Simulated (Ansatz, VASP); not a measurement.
# One calculation of BN, two programs

File POSCAR:

```
BN
1.0
    0.0000000000      1.7458259068      1.7458259068
    1.7458259068      0.0000000000      1.7458259068
    1.7458259068      1.7458259068      0.0000000000
B N
1 1
Direct
    0.0000000000      0.0000000000      0.0000000000
    0.5000000000      0.5000000000      0.5000000000
```

INCAR.step1

```
SYSTEM = BN
PREC = Accurate
ENCUT = 520
EDIFF = 1E-5
ISMEAR = 0
SIGMA = 0.01
LREAL = .FALSE.
LASPH = .TRUE.
NELM = 60
ALGO = Normal
ISIF = 2
LWAVE = .TRUE.
LCHARG = .FALSE.
NBANDS = 11
GGA = PE
```

The input INCAR.step2:

```
SYSTEM = BN
PREC = Accurate
ENCUT = 520
EDIFF = 1E-6
ISMEAR = 0
SIGMA = 0.01
LREAL = .FALSE.
LASPH = .TRUE.
NELM = 60
ALGO = Normal
ISIF = 2
LWAVE = .FALSE.
LCHARG = .FALSE.
GGA = PE
LHFCALC = .TRUE.
AEXX = 1.0
ALDAC = 0.0
AGGAC = 0.0
PRECFOCK = Normal
NBANDS = 11
ISTART = 1
```

File KPOINTS:

```
regular mesh
0
G
  8 8 8
  0 0 0
```

Input for Ansatz:

```yaml
crystal:
  lattice:
    - [0.0, 1.7458259068, 1.7458259068]
    - [1.7458259068, 0.0, 1.7458259068]
    - [1.7458259068, 1.7458259068, 0.0]
  atoms:
    - { symbol: B, position: [0.0, 0.0, 0.0] }
    - { symbol: "N", position: [0.5, 0.5, 0.5] }
kpoints:
  mp_grid: { grid: [8, 8, 8] }
  band_path:
    path:
      - [0.0, 0.0, 0.0]
      - [0.5, 0.0, 0.5]
      - [0.625, 0.25, 0.625]
      - [0.375, 0.375, 0.75]
      - [0.5, 0.5, 0.5]
      - [0.5, 0.25, 0.75]
      - [0.0, 0.166667, -0.167969]
      - [0.0, 0.5, 0.5]
    npoints: 1
hamiltonian:
  xc: hf
scf:
  occupations: { method: fixed }
  n_extra_bands: 4
output:
  forces: true
  stress: true
  eigenvalues: true
```

Alike in both runs: task single point; functional HF; k mesh 8 × 8 × 8; no spin polarisation.

|  | VASP | Ansatz |
| --- | --- | --- |
| version | VASP 6.6.1 | Ansatz 0.2.0 |
| potentials or method | VASP PAW PBE potentials, release 64 (B, N) | plane waves, PAW |
| plane-wave cutoff (eV) | 520 | 420 |
| occupations | gaussian, width 0.01 eV | fixed |
| valence electrons in the cell | 8 | 8 |

Ansatz gave:

| Item | Value |
| --- | --- |
| gap on the k mesh at the Fermi level (eV) | 9.14 |
| pressure (GPa) | -10.1 |

Question: Which values does VASP return?

Answer: gap on the k mesh at the Fermi level (eV): 9.15; pressure (GPa): -9.6.

VASP's potentials were made for PBE, not for HF. Ansatz's warnings: stress exchange threshold loose, stress scf threshold loose.
